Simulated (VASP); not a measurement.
# SnSe2 in VASP: relaxation of cell and atoms with r2SCAN

Aim: the relaxation of cell and atoms of SnSe2 with r2SCAN.

All numbers are computed with VASP 6.6.1; they aren't measurements. Logs are shortened: lines on timing, memory, paths and dates and some standing lists are left out, and cuts for length are marked.

## 1. The cell of the first run

The typed cell holds 6 atoms: a = 5.151 Å, b = 5.151 Å, c = 6.310 Å, α = 90.00°, β = 90.00°, γ = 120.00°.

## 2. Relaxation of cell and atoms, r2SCAN

The input, POSCAR:

```
SnSe2
1.0
    5.1508200000      0.0000000000      0.0000000000
   -2.5754100000      4.4607450000      0.0000000000
    0.0000000000      0.0000000000      6.3098370000
Se Sn
4 2
Direct
    0.3333000000      0.6667000000      0.7500000000
    0.6666000000      0.3333000000      0.2500000000
    0.0000000000      0.0000000000      0.0000000000
    0.0000000000      0.0000000000      0.5000000000
    0.3333000000      0.6667000000      0.2500000000
    0.6666000000      0.3333000000      0.7500000000
```

The input, INCAR.step1:

```
ALGO     = Normal         # electronic algorithm
EDIFF    = 1E-4           # SCF threshold, eV
ENCUT    = 600            # plane-wave cutoff, eV
GGA      = PE             # functional
ISMEAR   = -1             # smearing method
LASPH    = True           # aspherical terms in the spheres
LCHARG   = False          # write CHGCAR
LREAL    = False          # projectors in reciprocal space
LWAVE    = True           # write WAVECAR
NELM     = 60             # most SCF steps
PREC     = Accurate       # precision mode
SIGMA    = 0.1            # smearing width, eV
```

The input, INCAR.step2:

```
ALGO     = Normal         # electronic algorithm
EDIFF    = 1E-6           # SCF threshold, eV
EDIFFG   = -0.01          # ionic threshold
ENCUT    = 600            # plane-wave cutoff, eV
IBRION   = 2              # ionic algorithm
ISIF     = 3              # what is computed and relaxed
ISMEAR   = -1             # smearing method
ISTART   = 1            
LASPH    = True           # aspherical terms in the spheres
LCHARG   = False          # write CHGCAR
LMIXTAU  = True         
LREAL    = False          # projectors in reciprocal space
LWAVE    = False          # write WAVECAR
METAGGA  = R2SCAN         # meta-GGA
NELM     = 60             # most SCF steps
NSW      = 60             # ionic steps
PREC     = Accurate       # precision mode
SIGMA    = 0.1            # smearing width, eV
```

The input, KPOINTS:

```
k-points
0
Gamma
  5 5 4
```

Potentials or basis: VASP PAW PBE potentials, release 64 (Se, Sn_d).

On the command line:

```sh
$ cat potpaw_PBE.64/Se/POTCAR potpaw_PBE.64/Sn_d/POTCAR > POTCAR
$ cp INCAR.step1 INCAR
$ mpirun -np 1 vasp_std > vasp.out
$ cp INCAR.step2 INCAR
$ mpirun -np 1 vasp_std > vasp.out
```

OUTCAR:

```text
EDIFF = 1E-6
   EDIFFG = -0.01
   ENCUT = 600
   IBRION = 2
   ISIF = 3
   ISMEAR = -1
   ISTART = 1
   LASPH = True
   LREAL = False
   METAGGA = R2SCAN
   NELM = 60
   NSW = 60
   PREC = Accurate

 ion  position               nearest neighbor table
   1  0.333  0.667  0.750-   6 2.97   6 2.97   6 2.97   5 3.15   5 3.15
   2  0.667  0.333  0.250-   5 2.97   5 2.97   5 2.97   6 3.15   6 3.15
   3  0.000  0.000  0.000-
   4  0.000  0.000  0.500-
   5  0.333  0.667  0.250-   2 2.97   2 2.97   2 2.97   1 3.15   1 3.15
   6  0.667  0.333  0.750-   1 2.97   1 2.97   1 2.97   2 3.15   2 3.15

  LATTYP: Found a hexagonal cell.
 ALAT       =     5.1508200000
 C/A-ratio  =     1.2250160169

  Lattice vectors:

 A1 = (   5.1508200000,   0.0000000000,   0.0000000000)
 A2 = (  -2.5754100000,   4.4607450000,   0.0000000000)
 A3 = (   0.0000000000,   0.0000000000,   6.3098370000)

Analysis of symmetry for initial positions (statically):
=====================================================================
 Subroutine PRICEL returns:
 Original cell was already a primitive cell.

 Routine SETGRP: Setting up the symmetry group for a
 hexagonal supercell.

 Subroutine GETGRP returns: Found  4 space group operations
 (whereof  2 operations were pure point group operations)
 out of a pool of 24 trial point group operations.

The static configuration has the point symmetry C_2 .
 The point group associated with its full space group is C_2v.

Analysis of symmetry for dynamics (positions and initial velocities):
=====================================================================
 Subroutine PRICEL returns:
 Original cell was already a primitive cell.

 Routine SETGRP: Setting up the symmetry group for a
 hexagonal supercell.

 Subroutine GETGRP returns: Found  4 space group operations
 (whereof  2 operations were pure point group operations)
 out of a pool of 24 trial point group operations.

The dynamic configuration has the point symmetry C_2 .
 The point group associated with its full space group is C_2v.

 Subroutine INISYM returns: Found  4 space group operations
 (whereof  2 operations are pure point group operations),
 and found     1 'primitive' translations

----------------------------------------------------------------------------------------

                                     Primitive cell

  volume of cell :     144.9779

  direct lattice vectors                    reciprocal lattice vectors
     5.150820000  0.000000000  0.000000000     0.194143845  0.112088900  0.000000000
    -2.575410000  4.460745000  0.000000000     0.000000000  0.224177800  0.000000000
     0.000000000  0.000000000  6.309837000     0.000000000  0.000000000  0.158482699

  length of vectors
     5.150820000  5.150823490  6.309837000     0.224177952  0.224177800  0.158482699

  position of ions in fractional coordinates (direct lattice)
     0.333300000  0.666700000  0.750000000
     0.666600000  0.333300000  0.250000000
     0.000000000  0.000000000  0.000000000
     0.000000000  0.000000000  0.500000000
     0.333300000  0.666700000  0.250000000
     0.666600000  0.333300000  0.750000000

  ion indices of the primitive-cell ions
   primitive index   ion index
                 1           1
                 2           2
                 3           3
                 4           4
                 5           5
                 6           6

----------------------------------------------------------------------------------------

 KPOINTS: k-points

Automatic generation of k-mesh.
 Grid dimensions read from file:
 generate k-points for:    5    5    4

 Generating k-lattice:

  Cartesian coordinates                     Fractional coordinates (reciprocal lattice)
     0.038828769  0.022417780  0.000000000     0.200000000  0.000000000  0.000000000
     0.000000000  0.044835560  0.000000000     0.000000000  0.200000000  0.000000000
     0.000000000  0.000000000  0.039620675     0.000000000  0.000000000  0.250000000

  Length of vectors
     0.044835590  0.044835560  0.039620675

  Shift w.r.t. Gamma in fractional coordinates (k-lattice)
     0.000000000  0.000000000  0.000000000

 Subroutine IBZKPT returns following result:
 ===========================================

 Found     27 irreducible k-points:

 Following reciprocal coordinates:
            Coordinates               Weight
  0.000000  0.000000  0.000000      1.000000
  0.200000  0.000000  0.000000      4.000000
  0.000000  0.200000  0.000000      2.000000
  0.400000 -0.000000  0.000000      4.000000
  0.000000  0.400000  0.000000      2.000000
  0.200000  0.200000  0.000000      4.000000
[... 16 lines left out ...]
  0.000000  0.400000  0.500000      2.000000
  0.200000  0.200000  0.500000      4.000000
 [... further k-points ...]
   k-points           NKPTS =     27   k-points in BZ     NKDIM =     27   number of bands    NBANDS=     31
   number of dos      NEDOS =    301   number of ions     NIONS =      6
   total plane-waves  NPLWV =  88200
   dimension x,y,z NGX =    42 NGY =   42 NGZ =   50
   dimension x,y,z NGXF=    84 NGYF=   84 NGZF=  100
   ions per type =               4   2
   NGX,Y,Z   is equivalent  to a cutoff of  13.56, 13.56, 13.17 a.u.
   NGXF,Y,Z  is equivalent  to a cutoff of  27.11, 27.11, 26.35 a.u.
 SYSTEM =  unknown system
   PREC   = accura    normal or accurate (medium, high low for compatibility)
   ISTART =      1    job   : 0-new  1-cont  2-samecut
   ICHARG =      0    charge: 1-file 2-atom 10-const
   ISPIN  =      1    spin polarized calculation?
   LNONCOLLINEAR =      F non collinear calculations
   LSORBIT =      F    spin-orbit coupling
   LASPH  =      T    aspherical Exc in radial PAW
   ENCUT  =  600.0 eV  44.10 Ry    6.64 a.u.  10.29 10.29 12.60*2*pi/ulx,y,z
   NELM   =     60;   NELMIN=  2; NELMDL=  0     # of ELM steps
   EDIFF  = 0.1E-05   stopping-criterion for ELM
   LREAL  =      F    real-space projection
   EDIFFG = -.1E-01   stopping-criterion for IOM
   NSW    =     60    number of steps for IOM
   IBRION =      2    ionic relax: 0-MD 1-quasi-New 2-CG
   NFREE  =      1    steps in history (QN), initial steepest desc. (CG)
   ISIF   =      3    stress and relaxation
   ISYM   =      2    0-nonsym 1-usesym 2-fastsym
   POTIM  = 0.5000    time-step for ionic-motion
   TEBEG  =    0.0;   TEEND  =   0.0 temperature during run
   PSTRESS=    0.0 pullay stress
   NELECT =      52.0000    total number of electrons
   NUPDOWN=      -1.0000    fix difference up-down
   EMIN   =  10.00;   EMAX   =-10.00  energy-range for DOS
   EFERMI =   0.00;   METHOD = LEGACY
   ISMEAR =    -1;   SIGMA  =   0.10  broadening in eV -4-tet -1-fermi 0-gaus
   EFERMI_NEDOS =   21; number of points for ismear=-14 and -15
   IALGO  =     38    algorithm
   IMIX   =      4    mixing-type and parameters
     AMIX     =   0.40;   BMIX     =  1.00
     AMIX_MAG =   1.60;   BMIX_MAG =  1.00
  volume/ion in A,a.u.               =      24.16       163.06
  Fermi-wavevector in a.u.,A,eV,Ry     =   1.163167  2.198066 18.408096  1.352957
  Thomas-Fermi vector in A             =   2.299720
   LORBIT       =      0    0 simple, 1 ext, 2 COOP (PROOUT), +10 PAW based schemes
   METAGGA = R2SCAN    functional components
   LHFCALC =     F    Hartree Fock is set to
   AEXX    =    0.0000 exact exchange contribution
   IVDW    =     0    specifies the selected vdW correction
   LEPSILON=     F    determine dielectric tensor
   LRPA    =     F    only Hartree local field effects (RPA)
 conjugate gradient relaxation of ions
 non-spin polarized calculation
  energy-cutoff  :      600.00
  volume of cell :      144.98
 maximum number of plane-waves:      4898
 NGX is ok and might be reduce to    42
   NGX = 21   NGY = 21   NGZ = 25

--------------------------------------- Ionic step        1  -------------------------------------------

 number of electron      51.9999999 magnetization

 Free energy of the ion-electron system (eV)
  ---------------------------------------------------
  ext. energy  EPLUGINS =         0.00000000
  ---------------------------------------------------
  free energy    TOTEN  =      -105.82478174 eV

  energy without entropy =     -105.67495919  energy(sigma->0) =     -105.74987046

------------------------ aborting loop because EDIFF is reached ----------------------------------------

  FORCE on cell =-STRESS in cart. coord.  units (eV):
  Direction    XX          YY          ZZ          XY          YZ          ZX
  --------------------------------------------------------------------------------------
  -------------------------------------------------------------------------------------
  Total       -0.0647823     -0.0600769     -5.5601206      0.0000000      0.0000000      0.0000000
  in kB       -0.7159207     -0.6639210    -61.4458957      0.0000000      0.0000000      0.0000000
  external PRESSURE =     -20.9419125 kB  Pullay stress =       0.0000000 kB
[... 101 lines left out ...]
  FREE ENERGIE OF THE ION-ELECTRON SYSTEM (eV)
  ---------------------------------------------------
  free  energy   TOTEN  =      -106.1785852509 eV

  energy  without entropy=     -106.0799870877  energy(sigma->0) =     -106.12928617

[... ionic steps 4 to 8 ...]

--------------------------------------- Ionic step        9  -------------------------------------------

 number of electron      51.9999989 magnetization

------------------------ aborting loop because EDIFF is reached ----------------------------------------

  FORCE on cell =-STRESS in cart. coord.  units (eV):
  Direction    XX          YY          ZZ          XY          YZ          ZX
  --------------------------------------------------------------------------------------
  -------------------------------------------------------------------------------------
  Total        0.1544815      0.1524192     -0.2084276      0.0000000      0.0000000      0.0000000
  in kB        1.7799365      1.7561749     -2.4015040      0.0000000      0.0000000      0.0000000
  external PRESSURE =       0.3782025 kB  Pullay stress =       0.0000000 kB
[... 65 lines left out ...]
  energy  without entropy=     -106.2572267441  energy(sigma->0) =     -106.30836651

--------------------------------------- Ionic step       11  -------------------------------------------

 number of electron      51.9999987 magnetization

 Free energy of the ion-electron system (eV)
  ---------------------------------------------------
  ext. energy  EPLUGINS =         0.00000000
  ---------------------------------------------------
  free energy    TOTEN  =      -106.35973834 eV

  energy without entropy =     -106.25653944  energy(sigma->0) =     -106.30813889

 E-fermi :   5.6442     XC(G=0): -10.8667

 val. band max:        5.5308567842   @ k =  -0.4000   0.2000   0.0000
 cond. band min:       5.7301296942   @ k =   0.4000   0.2000   0.0000
 fundamental gap:      0.1992729100
 Fermi energy:         5.6441542959

 k-point     1 :       0.0000    0.0000    0.0000
  band No.  band energies     occupation
      1     -16.6164      2.00000
      2     -16.5833      2.00000
      3     -16.5748      2.00000
      4     -16.5747      2.00000
      5     -16.5745      2.00000
      6     -16.5744      2.00000
[... 805 lines left out ...]
     30       7.9802      0.00000
     31       8.4462      0.00000

 [... further k-points ...]

------------------------ aborting loop because EDIFF is reached ----------------------------------------

  FORCE on cell =-STRESS in cart. coord.  units (eV):
  Direction    XX          YY          ZZ          XY          YZ          ZX
  --------------------------------------------------------------------------------------
  -------------------------------------------------------------------------------------
  Total        0.0461197      0.0446713      0.0551213      0.0000000      0.0000000      0.0000000
  in kB        0.5308344      0.5141640      0.6344427      0.0000000      0.0000000      0.0000000
  external PRESSURE =       0.5598137 kB  Pullay stress =       0.0000000 kB
[... 21 lines left out ...]
  FREE ENERGIE OF THE ION-ELECTRON SYSTEM (eV)
  ---------------------------------------------------
  free  energy   TOTEN  =      -106.3597383358 eV

  energy  without entropy=     -106.2565394360  energy(sigma->0) =     -106.30813889

 reached required accuracy - stopping structural energy minimisation
```

Wall time 1.9 h (1 thread of Oxide Virtual Turin-like, shared host); peak memory 0.38 GiB.

What came out:

```
Free energy                           : -106.3597 eV
Relaxed volume                        : 23.20 Å³/atom
Relaxed cell                          : a = 5.358 Å, b = 5.359 Å, c = 5.598 Å, α = 90.00°, β = 90.00°, γ = 120.00°
Space group after relaxing (to 0.1 Å) : P6_3/mmc (No. 194)
Energy gained by relaxing             : 89.2 meV/atom
Ionic steps                           : 11
Pressure after relaxing               : 0.1 GPa
Band gap on the k mesh                : zero (bands 26 and 27 overlap by 1.52 eV)
```

Step by step:
| step | energy change (eV) | largest force (eV/Å) | pressure (GPa) | volume (Å³) |
| --- | --- | --- | --- | --- |
| 1 | 0.0000 | 0.0006 | -2.09 | 144.98 |
| 2 | -0.2252 | 0.0007 | 0.17 | 138.36 |
| 3 | -0.3538 | 0.0007 | 3.24 | 131.63 |
| 4 | -0.4571 | 0.0006 | 3.12 | 132.25 |
| 5 | -0.4697 | 0.0006 | 3.30 | 132.52 |
| 6 | -0.5263 | 0.0005 | 1.10 | 136.74 |
| 7 | -0.5344 | 0.0004 | -0.10 | 139.39 |
| 8 | -0.5344 | 0.0005 | -0.03 | 139.19 |
| 9 | -0.5344 | 0.0005 | 0.04 | 139.05 |
| 10 | -0.5347 | 0.0004 | 0.05 | 139.11 |
| 11 | -0.5350 | 0.0004 | 0.06 | 139.20 |

Final structure:
```
Se Sn
1.0
     5.35834    0.00000    0.00000
    -2.67917    4.64077    0.00000
     0.00000    0.00000    5.59781
Se Sn
4 2
Direct
  0.33331 0.66668 0.75000
  0.66664 0.33332 0.25000
  0.99999 0.00000 0.00000
  0.99999 0.00000 0.50000
  0.33328 0.66669 0.25000
  0.66659 0.33331 0.75000
```

Caveat: the PAW data sets were made with another functional, which shifts forces and pressure a little; spin-orbit coupling is left out, which moves the levels of the heavy elements.

The gap in the log of VASP goes by the Fermi energy; the results here count the filled bands.